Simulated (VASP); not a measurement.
Crystal: SrCl2.

```
CELL_PARAMETERS angstrom
0.00000 3.48835 3.48835
3.48835 0.00000 3.48835
3.48835 3.48835 0.00000
ATOMIC_POSITIONS crystal
Sr 0.00000 0.00000 0.00000
Cl 0.75000 0.75000 0.75000
Cl 0.25000 0.25000 0.25000
```

Base run:

```yaml
Program: VASP 6.6.1
Functional: PBE
Potentials_or_basis: VASP PAW PBE potentials, release 64 (Sr_sv, Cl)
Cutoff: 520 eV
k_mesh: 7 × 7 × 7
Occupations: fermi-dirac, width 0.05 eV
Spin: non-collinear spin, zero start, spin-orbit coupling
Starting_moments: "[[0.0, 0.0, 0.0], [0.0, 0.0, 0.0], [0.0, 0.0, 0.0]] μB"
```

Its results: pressure 1.1 GPa; net moment 0.00 μB per cell.

Q: The run is repeated on the same cell with these changes: functional from PBE to PBEsol. What comes out?

A: Pressure -0.9 GPa; net moment 0.00 μB per cell.

PBEsol binds more tightly than PBE, so the same cell stands under less pressure.

Caveats: the PAW data sets were made with another functional, which shifts forces and pressure a little (at least some runs).
